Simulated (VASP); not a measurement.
A run of VASP 6.6.1:

INCAR

```
SYSTEM = SrCl2
PREC     = Accurate       ! precision mode
ENCUT    = 520            ! plane-wave cutoff, eV
EDIFF    = 1E-6           ! SCF threshold, eV
ISMEAR   = 0              ! smearing method
SIGMA    = 0.01           ! smearing width, eV
LREAL    = .FALSE.        ! projectors in reciprocal space
LASPH    = .TRUE.         ! aspherical terms in the spheres
NELM     = 60             ! most SCF steps
ALGO     = Normal         ! electronic algorithm
ISIF     = 2              ! what is computed and relaxed
LWAVE    = .FALSE.        ! write WAVECAR
LCHARG   = .FALSE.        ! write CHGCAR
GGA      = PE             ! functional
NBANDS   = 19             ! bands
```

KPOINTS

```
regular mesh
0
G
  6 6 6
  0 0 0
```

The input POSCAR:

```
SrCl2
1.0
    0.0000000000      3.4849589131      3.4849589131
    3.4849589131      0.0000000000      3.4849589131
    3.4849589131      3.4849589131      0.0000000000
Sr Cl
1 2
Direct
    0.0000000000      0.0000000000      0.0000000000
    0.2500000000      0.2500000000      0.2500000000
    0.7500000000      0.7500000000      0.7500000000
```

Potentials or basis: VASP PAW PBE potentials, release 64 (Sr_sv, Cl).

Run with:

```bash
$ cat potpaw_PBE.64/Sr_sv/POTCAR potpaw_PBE.64/Cl/POTCAR > POTCAR
$ mpirun -np 1 vasp_std > vasp.out
```

Hardware: 1 thread of Intel Xeon 8259CL, on a shared host.

Task: How long does it take, and how much memory?

Result: Wall time 53 s on 1 thread of Intel Xeon 8259CL (shared host), peak memory 0.24 GiB. Counts: scf iterations 13, k points 16.
